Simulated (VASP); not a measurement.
# K4MnFe3 (Pm-3m) in VASP: single point with PBE

Aim: the single point of K4MnFe3 with PBE.

Everything below comes from runs of VASP 6.6.1. Logs are shortened: lines on timing, memory, paths and dates and some standing lists are left out, and cuts for length are marked.

## (1) The cell of the first run

The structure is cubic, space group Pm-3m (No. 221). The conventional cell has a = 6.107 Å, b = 6.107 Å, c = 6.107 Å, α = 90.00°, β = 90.00°, γ = 90.00°. K (site symmetry m-3m) has 6 Fe at 3.05 Å within 4.0 Å. Within 4.0 Å of K (site symmetry 4/mmm) lie 4 Fe at 3.05 Å and 2 Mn at 3.05 Å. Fe (site symmetry 4/mmm) has 6 K at 3.05 Å within 4.0 Å. Within 4.0 Å of Mn (site symmetry m-3m) lie 6 K at 3.05 Å.

## (2) Single point, PBE

INCAR reads:

```
SYSTEM = K4MnFe3
PREC     = Accurate       ! precision mode
ENCUT    = 520            ! plane-wave cutoff, eV
EDIFF    = 1E-7           ! SCF threshold, eV
ISMEAR   = -1             ! smearing method
SIGMA    = 0.1            ! smearing width, eV
LREAL    = .False.        ! projectors in reciprocal space
LASPH    = .True.         ! aspherical terms in the spheres
NELM     = 80             ! most SCF steps
ALGO     = Normal         ! electronic algorithm
ISIF     = 2              ! what is computed and relaxed
LWAVE    = .False.        ! write WAVECAR
LCHARG   = .False.        ! write CHGCAR
GGA      = PE             ! functional
NBANDS   = 46             ! bands
```

KPOINTS reads:

```
Automatic mesh
0
Gamma
  6 6 6
  0 0 0
```

POSCAR reads:

```
K4MnFe3
1.0
    6.1074240000      0.0000000000      0.0000000000
    0.0000000000      6.1074240000      0.0000000000
    0.0000000000      0.0000000000      6.1074240000
K Fe Mn
4 3 1
Direct
    0.0000000000      0.0000000000      0.0000000000
    0.5000000000      0.5000000000      0.0000000000
    0.5000000000      0.0000000000      0.5000000000
    0.0000000000      0.5000000000      0.5000000000
    0.0000000000      0.5000000000      0.0000000000
    0.0000000000      0.0000000000      0.5000000000
    0.5000000000      0.0000000000      0.0000000000
    0.5000000000      0.5000000000      0.5000000000
```

Potentials or basis: VASP PAW PBE potentials, release 64 (K_sv, Fe, Mn_pv).

Launch:

```console
> cat potpaw_PBE.64/K_sv/POTCAR potpaw_PBE.64/Fe/POTCAR potpaw_PBE.64/Mn_pv/POTCAR > POTCAR
> mpirun -np 1 vasp_std > vasp.out
```

OUTCAR:

```text
SYSTEM = K4MnFe3
   PREC = Accurate
   ENCUT = 520
   EDIFF = 1E-7
   ISMEAR = -1
   LREAL = .False.
   LASPH = .True.
   NELM = 80
   ISIF = 2
   GGA = PE

 ion  position               nearest neighbor table
   1  0.000  0.000  0.000-   5 3.05   6 3.05   7 3.05   6 3.05   5 3.05   7 3.05
   2  0.500  0.500  0.000-   5 3.05   7 3.05   8 3.05   8 3.05   7 3.05   5 3.05
   3  0.500  0.000  0.500-   6 3.05   7 3.05   8 3.05   7 3.05   8 3.05   6 3.05
   4  0.000  0.500  0.500-   5 3.05   6 3.05   8 3.05   5 3.05   6 3.05   8 3.05
   5  0.000  0.500  0.000-   1 3.05   2 3.05   4 3.05   4 3.05   1 3.05   2 3.05
   6  0.000  0.000  0.500-   1 3.05   3 3.05   4 3.05   1 3.05   4 3.05   3 3.05
   7  0.500  0.000  0.000-   1 3.05   2 3.05   3 3.05   3 3.05   2 3.05   1 3.05
   8  0.500  0.500  0.500-   2 3.05   3 3.05   4 3.05   2 3.05   3 3.05   4 3.05

  LATTYP: Found a simple cubic cell.
 ALAT       =     6.1074240000

  Lattice vectors:

 A1 = (   6.1074240000,   0.0000000000,   0.0000000000)
 A2 = (   0.0000000000,   6.1074240000,   0.0000000000)
 A3 = (   0.0000000000,   0.0000000000,   6.1074240000)

Analysis of symmetry for initial positions (statically):
=====================================================================
 Subroutine PRICEL returns:
 Original cell was already a primitive cell.

 Routine SETGRP: Setting up the symmetry group for a
 simple cubic supercell.

 Subroutine GETGRP returns: Found 48 space group operations
 (whereof 48 operations were pure point group operations)
 out of a pool of 48 trial point group operations.

The static configuration has the point symmetry O_h .

Analysis of symmetry for dynamics (positions and initial velocities):
=====================================================================
 Subroutine PRICEL returns:
 Original cell was already a primitive cell.

 Routine SETGRP: Setting up the symmetry group for a
 simple cubic supercell.

 Subroutine GETGRP returns: Found 48 space group operations
 (whereof 48 operations were pure point group operations)
 out of a pool of 48 trial point group operations.

The dynamic configuration has the point symmetry O_h .

 Subroutine INISYM returns: Found 48 space group operations
 (whereof 48 operations are pure point group operations),
 and found     1 'primitive' translations

----------------------------------------------------------------------------------------

                                     Primitive cell

  volume of cell :     227.8108

  direct lattice vectors                    reciprocal lattice vectors
     6.107424000  0.000000000  0.000000000     0.163735152  0.000000000  0.000000000
     0.000000000  6.107424000  0.000000000     0.000000000  0.163735152  0.000000000
     0.000000000  0.000000000  6.107424000     0.000000000  0.000000000  0.163735152

  length of vectors
     6.107424000  6.107424000  6.107424000     0.163735152  0.163735152  0.163735152

  position of ions in fractional coordinates (direct lattice)
     0.000000000  0.000000000  0.000000000
     0.500000000  0.500000000  0.000000000
     0.500000000  0.000000000  0.500000000
     0.000000000  0.500000000  0.500000000
     0.000000000  0.500000000  0.000000000
     0.000000000  0.000000000  0.500000000
     0.500000000  0.000000000  0.000000000
     0.500000000  0.500000000  0.500000000

  ion indices of the primitive-cell ions
   primitive index   ion index
                 1           1
                 2           2
                 3           3
                 4           4
                 5           5
                 6           6
                 7           7
                 8           8

----------------------------------------------------------------------------------------

 KPOINTS: Automatic mesh

Automatic generation of k-mesh.
 Grid dimensions read from file:
 generate k-points for:    6    6    6

 Generating k-lattice:

  Cartesian coordinates                     Fractional coordinates (reciprocal lattice)
     0.027289192  0.000000000  0.000000000     0.166666667  0.000000000  0.000000000
     0.000000000  0.027289192  0.000000000     0.000000000  0.166666667  0.000000000
     0.000000000  0.000000000  0.027289192     0.000000000  0.000000000  0.166666667

  Length of vectors
     0.027289192  0.027289192  0.027289192

  Shift w.r.t. Gamma in fractional coordinates (k-lattice)
     0.000000000  0.000000000  0.000000000

 Subroutine IBZKPT returns following result:
 ===========================================

 Found     20 irreducible k-points:

 Following reciprocal coordinates:
            Coordinates               Weight
  0.000000  0.000000  0.000000      1.000000
  0.166667  0.000000  0.000000      6.000000
  0.333333  0.000000  0.000000      6.000000
  0.500000  0.000000  0.000000      3.000000
  0.166667  0.166667  0.000000     12.000000
  0.333333  0.166667  0.000000     24.000000
[... 12 lines left out ...]
  0.500000  0.500000  0.333333      6.000000
  0.500000  0.500000  0.500000      1.000000
   k-points           NKPTS =     20   k-points in BZ     NKDIM =     20   number of bands    NBANDS=     46
   number of dos      NEDOS =    301   number of ions     NIONS =      8
   total plane-waves  NPLWV = 110592
   dimension x,y,z NGX =    48 NGY =   48 NGZ =   48
   dimension x,y,z NGXF=    96 NGYF=   96 NGZF=   96
   ions per type =               4   3   1
   NGX,Y,Z   is equivalent  to a cutoff of  13.07, 13.07, 13.07 a.u.
   NGXF,Y,Z  is equivalent  to a cutoff of  26.13, 26.13, 26.13 a.u.
 SYSTEM =  K4MnFe3
   PREC   = accura    normal or accurate (medium, high low for compatibility)
   ISTART =      0    job   : 0-new  1-cont  2-samecut
   ICHARG =      2    charge: 1-file 2-atom 10-const
   ISPIN  =      1    spin polarized calculation?
   LNONCOLLINEAR =      F non collinear calculations
   LSORBIT =      F    spin-orbit coupling
   LASPH  =      T    aspherical Exc in radial PAW
   ENCUT  =  520.0 eV  38.22 Ry    6.18 a.u.  11.36 11.36 11.36*2*pi/ulx,y,z
   NELM   =     80;   NELMIN=  2; NELMDL= -5     # of ELM steps
   EDIFF  = 0.1E-06   stopping-criterion for ELM
   LREAL  =      F    real-space projection
   EDIFFG = 0.1E-05   stopping-criterion for IOM
   NSW    =      0    number of steps for IOM
   IBRION =     -1    ionic relax: 0-MD 1-quasi-New 2-CG
   NFREE  =      0    steps in history (QN), initial steepest desc. (CG)
   ISIF   =      2    stress and relaxation
   ISYM   =      2    0-nonsym 1-usesym 2-fastsym
   POTIM  = 0.5000    time-step for ionic-motion
   TEBEG  =    0.0;   TEEND  =   0.0 temperature during run
   PSTRESS=    0.0 pullay stress
   NELECT =      73.0000    total number of electrons
   NUPDOWN=      -1.0000    fix difference up-down
   EMIN   =  10.00;   EMAX   =-10.00  energy-range for DOS
   EFERMI =   0.00;   METHOD = LEGACY
   ISMEAR =    -1;   SIGMA  =   0.10  broadening in eV -4-tet -1-fermi 0-gaus
   EFERMI_NEDOS =   21; number of points for ismear=-14 and -15
   IALGO  =     38    algorithm
   IMIX   =      4    mixing-type and parameters
     AMIX     =   0.40;   BMIX     =  1.00
     AMIX_MAG =   1.60;   BMIX_MAG =  1.00
  volume/ion in A,a.u.               =      28.48       192.17
  Fermi-wavevector in a.u.,A,eV,Ry     =   1.120274  2.117011 17.075510  1.255015
  Thomas-Fermi vector in A             =   2.256920
   LORBIT       =      0    0 simple, 1 ext, 2 COOP (PROOUT), +10 PAW based schemes
   GGA     = PE    functional components
   LHFCALC =     F    Hartree Fock is set to
   AEXX    =    0.0000 exact exchange contribution
   IVDW    =     0    specifies the selected vdW correction
   LEPSILON=     F    determine dielectric tensor
   LRPA    =     F    only Hartree local field effects (RPA)
 non-spin polarized calculation
  energy-cutoff  :      520.00
  volume of cell :      227.81
 maximum number of plane-waves:      6154
 NGX is ok and might be reduce to    48
   NGX = 23   NGY = 23   NGZ = 23

 number of electron      72.9999999 magnetization

 Free energy of the ion-electron system (eV)
  ---------------------------------------------------
  ext. energy  EPLUGINS =         0.00000000
  ---------------------------------------------------
  free energy    TOTEN  =       -16.29675389 eV

  energy without entropy =      -14.60923618  energy(sigma->0) =      -15.45299503

 E-fermi :   1.0530     XC(G=0):  -8.5509

 val. band max:        1.0529477161   @ k =   0.3333   0.3333   0.0000
 cond. band min:       1.0541206311   @ k =   0.5000   0.5000   0.1667
 fundamental gap:      0.0011729150
 Fermi energy:         1.0530040853

 k-point     1 :       0.0000    0.0000    0.0000
  band No.  band energies     occupation
      1     -46.1325      2.00000
      2     -46.1325      2.00000
      3     -46.1325      2.00000
      4     -28.9409      2.00000
      5     -28.9239      2.00000
      6     -28.9239      2.00000
[... 38 lines left out ...]
     45       2.4946      0.00000
     46       2.4946      0.00000

 k-point     2 :       0.1667    0.0000    0.0000
  band No.  band energies     occupation
      1     -46.1325      2.00000
      2     -46.1325      2.00000
      3     -46.1325      2.00000
      4     -28.9397      2.00000
      5     -28.9247      2.00000
      6     -28.9238      2.00000
[... 38 lines left out ...]
     45       2.6200      0.00000
     46       2.7788      0.00000

 k-point     3 :       0.3333    0.0000    0.0000
  band No.  band energies     occupation
      1     -46.1325      2.00000
      2     -46.1325      2.00000
      3     -46.1325      2.00000
      4     -28.9365      2.00000
      5     -28.9270      2.00000
      6     -28.9236      2.00000
[... 822 lines left out ...]
     45       2.0216      0.00012
     46       2.0363      0.00011

 k-point    20 :       0.5000    0.5000    0.5000
  band No.  band energies     occupation
      1     -46.1325      2.00000
      2     -46.1325      2.00000
      3     -46.1325      2.00000
      4     -28.9278      2.00000
      5     -28.9278      2.00000
      6     -28.9278      2.00000
[... 38 lines left out ...]
     45       1.5684      0.01148
     46       1.5763      0.01062

------------------------ aborting loop because EDIFF is reached ----------------------------------------

  FORCE on cell =-STRESS in cart. coord.  units (eV):
  Direction    XX          YY          ZZ          XY          YZ          ZX
  --------------------------------------------------------------------------------------
  -------------------------------------------------------------------------------------
  Total        4.1637807      4.1637807      4.1637807      0.0000000      0.0000000      0.0000000
  in kB       29.2835831     29.2835831     29.2835831      0.0000000      0.0000000      0.0000000
  external PRESSURE =      29.2835831 kB  Pullay stress =       0.0000000 kB

 VOLUME and BASIS-vectors are now :
 -----------------------------------------------------------------------------
  energy-cutoff  :      520.00
  volume of cell :      227.81
      direct lattice vectors                 reciprocal lattice vectors
     6.107424000  0.000000000  0.000000000     0.163735152  0.000000000  0.000000000
     0.000000000  6.107424000  0.000000000     0.000000000  0.163735152  0.000000000
     0.000000000  0.000000000  6.107424000     0.000000000  0.000000000  0.163735152

 POSITION                                       TOTAL-FORCE (eV/Angst)
 -----------------------------------------------------------------------------------
      0.00000      0.00000      0.00000         0.000000      0.000000      0.000000
      3.05371      3.05371      0.00000         0.000000      0.000000      0.000000
      3.05371      0.00000      3.05371         0.000000      0.000000      0.000000
      0.00000      3.05371      3.05371         0.000000      0.000000      0.000000
      0.00000      3.05371      0.00000         0.000000      0.000000      0.000000
      0.00000      0.00000      3.05371         0.000000      0.000000      0.000000
      3.05371      0.00000      0.00000         0.000000      0.000000      0.000000
      3.05371      3.05371      3.05371         0.000000      0.000000      0.000000
 -----------------------------------------------------------------------------------
    total drift:                                0.000000      0.000000      0.000000

  FREE ENERGIE OF THE ION-ELECTRON SYSTEM (eV)
  ---------------------------------------------------
  free  energy   TOTEN  =       -16.2967538920 eV

  energy  without entropy=      -14.6092361768  energy(sigma->0) =      -15.45299503
```

It took 13 min on 1 thread of Intel Xeon 8259CL, shared host; peak memory 0.46 GiB.

Results:

```
Free energy            : -16.2968 eV
Pressure               : 2.9 GPa
Band gap on the k mesh : zero (an odd number of electrons rules out a gap without spin polarisation)
```

Levels at points of the mesh, in eV from the Fermi level:
```
           k point  band 33  band 34  band 35  band 36  band 37  band 38  band 39  band 40  band 41  band 42
(0.00, 0.00, 0.00)    -0.14    -0.14     0.07     0.07     0.07     0.07     0.07     0.07     0.13     0.13
(0.50, 0.00, 0.00)    -0.12    -0.11    -0.10    -0.08    -0.08    -0.08    -0.02     0.07     0.08     0.12
(0.50, 0.50, 0.00)    -0.11    -0.07    -0.07    -0.04    -0.04    -0.04     0.05     0.13     0.13     0.18
(0.50, 0.50, 0.50)     0.04     0.04     0.07     0.07     0.07     0.12     0.12     0.12     0.12     0.12
```

Caveat: the run has no spin polarisation, though such a crystal can be magnetic. Spin polarisation is off, so any magnetic state and its effect on volume and gap are missing.
